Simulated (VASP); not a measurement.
A run of VASP 6.6.1:

Contents of INCAR:

```
SYSTEM = Sb5Mo
PREC     = Accurate       ! precision mode
ENCUT    = 600            ! plane-wave cutoff, eV
EDIFF    = 1E-7           ! SCF threshold, eV
ISMEAR   = 0              ! smearing method
SIGMA    = 0.1            ! smearing width, eV
LREAL    = .False.        ! projectors in reciprocal space
LASPH    = .True.         ! aspherical terms in the spheres
NELM     = 100            ! most SCF steps
ALGO     = Normal         ! electronic algorithm
ISIF     = 3              ! what is computed and relaxed
LWAVE    = .False.        ! write WAVECAR
LCHARG   = .False.        ! write CHGCAR
GGA      = PE             ! functional
IBRION   = 2              ! ionic algorithm
NSW      = 90             ! ionic steps
EDIFFG   = -0.04          ! ionic threshold
```

Contents of KPOINTS:

```
regular mesh
0
Gamma
  6 6 1
  0 0 0
```

Contents of POSCAR:

```
Sb5Mo
1.0
    3.3464274100      0.0000000000      0.0000000000
   -1.6732137100      2.8980911500      0.0000000000
    0.0000000000      0.0000000000     16.2661161800
Sb Mo
5 1
Direct
    0.6666666700      0.3333333300      0.8353336500
    0.0000000000      0.0000000000      0.6676422400
    0.6666666700      0.3333333300      0.5000000000
    0.0000000000      0.0000000000      0.3323577600
    0.6666666700      0.3333333300      0.1646663500
    0.0000000000      0.0000000000      0.0000000000
```

Potentials or basis: VASP PAW PBE potentials, release 64 (Sb, Mo_sv).

Launch:

```console
$ cat potpaw_PBE.64/Sb/POTCAR potpaw_PBE.64/Mo_sv/POTCAR > POTCAR
$ mpirun -np 1 vasp_std > vasp.out
```

Hardware: 1 thread of Intel(R) Xeon(R) Platinum 8259CL CPU @ 2.50GHz (Skylake/Cascade Lake), on a shared host.

How long does it take, and how much memory?

Wall time 10 min on 1 thread of Intel(R) Xeon(R) Platinum 8259CL CPU @ 2.50GHz (Skylake/Cascade Lake), with other jobs on the host, peak memory 0.36 GiB. Counts: scf iterations 179, k points 7, ion steps 11.
